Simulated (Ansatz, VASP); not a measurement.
One calculation of SiNi, two programs

```
Si Ni
1.0
     4.32677    0.00000    0.00000
     0.00000    4.32677    0.00000
     0.00000    0.00000    4.32677
Si Ni
4 4
Direct
  0.65262 0.15262 0.34738
  0.15262 0.34738 0.65262
  0.34738 0.65262 0.15262
  0.84738 0.84738 0.84738
  0.34988 0.84988 0.65012
  0.84988 0.65012 0.34988
  0.65012 0.34988 0.84988
  0.15012 0.15012 0.15012
```

Alike in both runs: functional r2SCAN; k mesh 8 × 8 × 8; occupations gaussian, width 0.1 eV; no spin polarisation.

Ansatz relaxed the structure, and its values are those at the end. VASP's run is a single point on that final structure, the one shown.

```csv
,VASP,Ansatz
version,VASP 6.6.1,Ansatz 0.2.0
potentials or method,"VASP PAW PBE potentials, release 64 (Si, Ni), cutoff 520 eV","scalar-relativistic, plane waves, PAW"
valence electrons in the cell,56,88
```

```tsv
	VASP	Ansatz	Ansatz less VASP
gap on the k mesh at the Fermi level (eV)	none	none	-
pressure (GPa)	24.0	24.0	-0.04
```

VASP's potentials were made for PBE, not for r2SCAN. A gap of «none» marks a metal or a gap that the smearing closes. VASP's potentials hold 56 valence electrons a cell and Ansatz's 88, so a difference there can come from the potentials and not from the codes. Ansatz's warnings: stress scf threshold loose.
